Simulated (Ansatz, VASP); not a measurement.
**BeCd2S3 in VASP and in Ansatz**

```
CELL_PARAMETERS angstrom
3.26318 1.88400 3.11918
-3.26318 1.88400 3.11918
0.00000 -3.76800 3.11918
ATOMIC_POSITIONS crystal
Be 0.50000 0.50000 0.50000
Cd 0.85705 0.85705 0.85705
Cd 0.14295 0.14295 0.14295
S 0.50000 0.50000 0.00000
S 0.00000 0.50000 0.50000
S 0.50000 0.00000 0.50000
```

Change from the starting cell: species swapped into the Ca2GePd3 type (R-3m, No. 166).

Alike in both runs: functional PBE; k mesh 6 × 6 × 6; occupations gaussian, width 0.1 eV; no spin polarisation.

Ansatz relaxed the structure, and its values are those at the end. VASP's run is a single point on that final structure, the one shown.

|  | VASP | Ansatz |
| --- | --- | --- |
| version | VASP 6.6.1 | Ansatz 0.2.0 |
| potentials or method | VASP PAW PBE potentials, release 64 (Be, Cd, S), cutoff 520 eV | scalar-relativistic, plane waves, PAW |
| valence electrons in the cell | 44 | 60 |

```tsv
	VASP	Ansatz	Ansatz less VASP
gap on the k mesh at the Fermi level (eV)	none	none	-
pressure (GPa)	0.4	0.1	-0.31
rms of the force components (eV/Å)	0.008	0.000	-0.0076
```

A gap of «none» marks a metal or a gap that the smearing closes. The functional is the same, so the differences come from potentials, cutoffs and numerics. VASP's potentials hold 44 valence electrons a cell and Ansatz's 60, so a difference there can come from the potentials and not from the codes.
